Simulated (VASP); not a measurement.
# SrO (Fm-3m) in VASP: a series of runs

The runs below take SrO through electric field gradients, with PBE, LDA, r2SCAN.

Everything below comes from runs of VASP 6.6.1. Logs are shortened: lines on timing, memory, paths and dates and some standing lists are left out, and cuts for length are marked.

## Step 1: The cell of the first run

The structure is cubic, space group Fm-3m (No. 225). Conventional cell: a = 5.140 Å, b = 5.140 Å, c = 5.140 Å, α = 90.00°, β = 90.00°, γ = 90.00°. Within 3.4 Å of Sr (site symmetry m-3m) lie 6 O at 2.57 Å. O (site symmetry m-3m) has 6 Sr at 2.57 Å within 3.4 Å.

## Step 2: Electric field gradients, PBE

Input file INCAR:

```
SYSTEM = SrO
PREC = Accurate ; ENCUT = 520
EDIFF = 1E-8 ; ISMEAR = -1
SIGMA = 0.03 ; LREAL = .False.
LASPH = .True. ; NELM = 60
ALGO = Normal ; ISIF = 2
LWAVE = .False. ; LCHARG = .False.
GGA = PE ; LEFG = .True.
NBANDS = 15
```

Input file KPOINTS:

```
Automatic mesh
0
Gamma
  11 11 11
  0 0 0
```

Input file POSCAR:

```
SrO
1.0
    0.0000000000      2.5698000000      2.5698000000
    2.5698000000      0.0000000000      2.5698000000
    2.5698000000      2.5698000000      0.0000000000
Sr O
1 1
Direct
    0.0000000000      0.0000000000      0.0000000000
    0.5000000000      0.5000000000      0.5000000000
```

Potentials or basis: VASP PAW PBE potentials, release 64 (Sr_sv, O).

Launch:

```sh
> cat potpaw_PBE.64/Sr_sv/POTCAR potpaw_PBE.64/O/POTCAR > POTCAR
> mpirun -np 1 vasp_std > vasp.out
```

OUTCAR:

```text
SYSTEM = SrO
   PREC = Accurate
   ENCUT = 520
   EDIFF = 1E-8
   ISMEAR = -1
   LREAL = .False.
   LASPH = .True.
   NELM = 60
   ISIF = 2
   GGA = PE

 ion  position               nearest neighbor table
   1  0.000  0.000  0.000-   2 2.57   2 2.57   2 2.57   2 2.57   2 2.57   2 2.57
   2  0.500  0.500  0.500-   1 2.57   1 2.57   1 2.57   1 2.57   1 2.57   1 2.57

  LATTYP: Found a face centered cubic cell.
 ALAT       =     5.1396000000

  Lattice vectors:

 A1 = (   0.0000000000,   2.5698000000,   2.5698000000)
 A2 = (   2.5698000000,   0.0000000000,   2.5698000000)
 A3 = (   2.5698000000,   2.5698000000,   0.0000000000)

Analysis of symmetry for initial positions (statically):
=====================================================================
 Subroutine PRICEL returns:
 Original cell was already a primitive cell.

 Routine SETGRP: Setting up the symmetry group for a
 face centered cubic supercell.

 Subroutine GETGRP returns: Found 48 space group operations
 (whereof 48 operations were pure point group operations)
 out of a pool of 48 trial point group operations.

The static configuration has the point symmetry O_h .

Analysis of symmetry for dynamics (positions and initial velocities):
=====================================================================
 Subroutine PRICEL returns:
 Original cell was already a primitive cell.

 Routine SETGRP: Setting up the symmetry group for a
 face centered cubic supercell.

 Subroutine GETGRP returns: Found 48 space group operations
 (whereof 48 operations were pure point group operations)
 out of a pool of 48 trial point group operations.

The dynamic configuration has the point symmetry O_h .

 Subroutine INISYM returns: Found 48 space group operations
 (whereof 48 operations are pure point group operations),
 and found     1 'primitive' translations

----------------------------------------------------------------------------------------

                                     Primitive cell

  volume of cell :      33.9413

  direct lattice vectors                    reciprocal lattice vectors
     0.000000000  2.569800000  2.569800000    -0.194567671  0.194567671  0.194567671
     2.569800000  0.000000000  2.569800000     0.194567671 -0.194567671  0.194567671
     2.569800000  2.569800000  0.000000000     0.194567671  0.194567671 -0.194567671

[... 135 lines left out ...]
 Fermi energy:         2.2896623594

 k-point     1 :       0.0000    0.0000    0.0000
  band No.  band energies     occupation
      1     -30.7141      2.00000
      2     -13.4223      2.00000
      3     -12.3505      2.00000
      4     -12.3505      2.00000
      5     -12.3505      2.00000
      6       1.6701      2.00000
      7       1.6701      2.00000
      8       1.6701      2.00000
      9       5.6633      0.00000
     10       7.8838      0.00000
     11       7.8838      0.00000
     12       7.8838      0.00000
     13      10.0540      0.00000
     14      10.0540      0.00000
[... 401 lines left out ...]
      2     -14.4266      2.00000
      3     -12.5914      2.00000
      4     -12.3748      2.00000
      5     -11.5057      2.00000
      6       0.1773      2.00000
      7       0.7866      2.00000
      8       1.3694      2.00000
      9       7.4574      0.00000
     10       8.0777      0.00000
     11       9.0198      0.00000
     12       9.9746      0.00000
     13      11.7840      0.00000
     14      12.1785      0.00000
     15      18.2366      0.00000

 [... further k-points ...]

------------------------ aborting loop because EDIFF is reached ----------------------------------------

  FORCE on cell =-STRESS in cart. coord.  units (eV):
  Direction    XX          YY          ZZ          XY          YZ          ZX
  --------------------------------------------------------------------------------------
  -------------------------------------------------------------------------------------
  Total        0.7431085      0.7431085      0.7431085      0.0000000      0.0000000      0.0000000
  in kB       35.0780000     35.0780000     35.0780000      0.0000000      0.0000000      0.0000000
  external PRESSURE =      35.0780000 kB  Pullay stress =       0.0000000 kB

 VOLUME and BASIS-vectors are now :
 -----------------------------------------------------------------------------
  energy-cutoff  :      520.00
  volume of cell :       33.94
      direct lattice vectors                 reciprocal lattice vectors
     0.000000000  2.569800000  2.569800000    -0.194567671  0.194567671  0.194567671
     2.569800000  0.000000000  2.569800000     0.194567671 -0.194567671  0.194567671
     2.569800000  2.569800000  0.000000000     0.194567671  0.194567671 -0.194567671

 POSITION                                       TOTAL-FORCE (eV/Angst)
 -----------------------------------------------------------------------------------
      0.00000      0.00000      0.00000        -0.000000      0.000000      0.000000
      2.56980      2.56980      2.56980         0.000000     -0.000000     -0.000000
 -----------------------------------------------------------------------------------
    total drift:                                0.000000      0.000000      0.000000

  FREE ENERGIE OF THE ION-ELECTRON SYSTEM (eV)
  ---------------------------------------------------
  free  energy   TOTEN  =       -12.0403152777 eV

  energy  without entropy=      -12.0403152777  energy(sigma->0) =      -12.04031528

 Electric field gradients (V/A^2)
---------------------------------------------------------------------
 ion       V_xx      V_yy      V_zz      V_xy      V_xz      V_yz
---------------------------------------------------------------------
   1      -0.000     0.000    -0.000     0.000     0.000     0.000
   2       0.000     0.000    -0.000    -0.001    -0.001    -0.001
---------------------------------------------------------------------

 Electric field gradients after diagonalization (V/A^2)
 (convention: |V_zz| > |V_xx| > |V_yy|)
----------------------------------------------------------------------
 ion       V_xx      V_yy      V_zz     asymmetry (V_yy - V_xx)/ V_zz
----------------------------------------------------------------------
   1      -0.000    -0.000     0.000       0.000
   2       0.001     0.001    -0.001       0.000
----------------------------------------------------------------------

           NMR quadrupolar parameters

 Cq : quadrupolar parameter    Cq=e*Q*V_zz/h
 eta: asymmetry parameters     (V_yy - V_xx)/ V_zz
 Q  : nuclear electric quadrupole moment in mb (millibarn)
----------------------------------------------------------------------
 ion       Cq(MHz)       eta       Q (mb)
----------------------------------------------------------------------
   1       0.000       0.000       1.000
   2      -0.000       0.000       1.000
----------------------------------------------------------------------
```

OSZICAR:

```text
N       E                     dE             d eps       ncg     rms          rms(c)
DAV:   1     0.673284383568E+02    0.67328E+02   -0.84662E+03  1680   0.104E+03
DAV:   2    -0.111980481214E+02   -0.78526E+02   -0.71750E+02  2389   0.221E+02
DAV:   3    -0.141776530631E+02   -0.29796E+01   -0.29625E+01  2112   0.389E+01
DAV:   4    -0.142418450636E+02   -0.64192E-01   -0.64185E-01  2159   0.560E+00
DAV:   5    -0.142436066456E+02   -0.17616E-02   -0.17616E-02  2154   0.737E-01    0.165E+01
DAV:   6    -0.121874773782E+02    0.20561E+01   -0.66572E+00  1743   0.195E+01    0.194E+01
DAV:   7    -0.120490566255E+02    0.13842E+00   -0.29438E-01  2044   0.484E+00    0.113E+01
DAV:   8    -0.120382986311E+02    0.10758E-01   -0.11790E-01  2191   0.342E+00    0.436E-01
DAV:   9    -0.120396900015E+02   -0.13914E-02   -0.57062E-03  2107   0.479E-01    0.232E-01
DAV:  10    -0.120401557557E+02   -0.46575E-03   -0.44696E-04  1813   0.198E-01    0.856E-02
DAV:  11    -0.120402978967E+02   -0.14214E-03   -0.14102E-04  1841   0.877E-02    0.271E-02
DAV:  12    -0.120403154336E+02   -0.17537E-04   -0.27425E-05  1799   0.385E-02    0.243E-02
DAV:  13    -0.120403155384E+02   -0.10480E-06   -0.15827E-06  1848   0.110E-02    0.330E-03
DAV:  14    -0.120403152812E+02    0.25720E-06   -0.12515E-07  2254   0.267E-03    0.244E-03
DAV:  15    -0.120403152709E+02    0.10310E-07   -0.83585E-09  1720   0.838E-04    0.373E-04
DAV:  16    -0.120403152777E+02   -0.68292E-08   -0.11356E-09   938   0.290E-04
   1 F= -.12040315E+02 E0= -.12040315E+02  d E =-.951396E-11
```

stdout:

```text
POSCAR found type information on POSCAR SrO
 POSCAR found :  2 types and       2 ions
 scaLAPACK will be used
 LDA part: xc-table for (Slater+PW92), standard interpolation
 POSCAR, INCAR and KPOINTS ok, starting setup
 FFT: planning ... GRIDC
 FFT: planning ... GRID_SOFT
 FFT: planning ... GRID
 WAVECAR not read
 entering main loop
ion   1

ion   2
```

It took 26 s on 1 thread of AMD EPYC 7R13, shared host; peak memory 0.18 GiB.

Results:

```
Free energy            : -12.0403 eV
Pressure               : 3.5 GPa
Band gap on the k mesh : 3.30 eV, indirect (least direct gap 3.40 eV)
```

Caveat: without QUAD_EFG the Cq values of the log hold for a quadrupole moment of 1 mb, not for the nuclei.

## Step 3: Electric field gradients, LDA

Input file INCAR:

```
PREC = Accurate
ENCUT = 520
EDIFF = 1E-8
ISMEAR = -1
SIGMA = 0.03
LREAL = False
LASPH = True
NELM = 120
ALGO = Normal
ISIF = 2
LWAVE = False
LCHARG = False
LEFG = True
NBANDS = 15
GGA_COMPAT = False
```

Input file KPOINTS:

```
regular mesh
0
Gamma
  8 8 8
```

POSCAR is that of step 2.

Potentials or basis: VASP PAW LDA potentials, release 64 (Sr_sv, O).

Launch:

```sh
> cat potpaw_LDA.64/Sr_sv/POTCAR potpaw_LDA.64/O/POTCAR > POTCAR
> mpirun -np 1 vasp_std > vasp.out
```

OUTCAR:

```text
PREC = Accurate
   ENCUT = 520
   EDIFF = 1E-8
   ISMEAR = -1
   LREAL = False
   LASPH = True
   NELM = 120
   ISIF = 2

 ion  position               nearest neighbor table
   1  0.000  0.000  0.000-   2 2.57   2 2.57   2 2.57   2 2.57   2 2.57   2 2.57
   2  0.500  0.500  0.500-   1 2.57   1 2.57   1 2.57   1 2.57   1 2.57   1 2.57

  LATTYP: Found a face centered cubic cell.
 ALAT       =     5.1396000000

  Lattice vectors:

 A1 = (   0.0000000000,   2.5698000000,   2.5698000000)
 A2 = (   2.5698000000,   0.0000000000,   2.5698000000)
 A3 = (   2.5698000000,   2.5698000000,   0.0000000000)

Analysis of symmetry for initial positions (statically):
[... 642 lines left out ...]

  energy  without entropy=      -13.3748233782  energy(sigma->0) =      -13.37482338

 Electric field gradients (V/A^2)
---------------------------------------------------------------------
 ion       V_xx      V_yy      V_zz      V_xy      V_xz      V_yz
---------------------------------------------------------------------
   1      -0.000     0.000     0.000     0.000     0.000     0.000
   2       0.000    -0.000    -0.000    -0.001    -0.001    -0.001
---------------------------------------------------------------------

 Electric field gradients after diagonalization (V/A^2)
 (convention: |V_zz| > |V_xx| > |V_yy|)
----------------------------------------------------------------------
 ion       V_xx      V_yy      V_zz     asymmetry (V_yy - V_xx)/ V_zz
----------------------------------------------------------------------
   1      -0.000    -0.000     0.000       0.000
   2       0.001     0.001    -0.002       0.000
----------------------------------------------------------------------

           NMR quadrupolar parameters

 Cq : quadrupolar parameter    Cq=e*Q*V_zz/h
 eta: asymmetry parameters     (V_yy - V_xx)/ V_zz
 Q  : nuclear electric quadrupole moment in mb (millibarn)
----------------------------------------------------------------------
 ion       Cq(MHz)       eta       Q (mb)
----------------------------------------------------------------------
   1       0.000       0.000       1.000
   2      -0.000       0.000       1.000
----------------------------------------------------------------------
```

stdout:

```text
POSCAR found type information on POSCAR SrO
 POSCAR found :  2 types and       2 ions
 scaLAPACK will be used
 LDA part: xc-table for (Slater(with rela. corr.)+CA(PZ))
 , standard interpolation
 POSCAR, INCAR and KPOINTS ok, starting setup
 FFT: planning ... GRIDC
 FFT: planning ... GRID_SOFT
 FFT: planning ... GRID
 WAVECAR not read
 entering main loop
ion   1

ion   2
```

It took 16 s on 1 thread of Intel Xeon Platinum 8259CL at 2.50GHz (Skylake/Cascade Lake), shared host; peak memory 0.15 GiB.

Results:

```yaml
Free_energy: -13.3748 eV
Pressure: -3.5 GPa
Band_gap_on_the_k_mesh: 3.10 eV, indirect (least direct gap 3.18 eV)
```

Caveat: without QUAD_EFG the Cq values of the log hold for a quadrupole moment of 1 mb, not for the nuclei.

(Continued in part 2 of 2.)
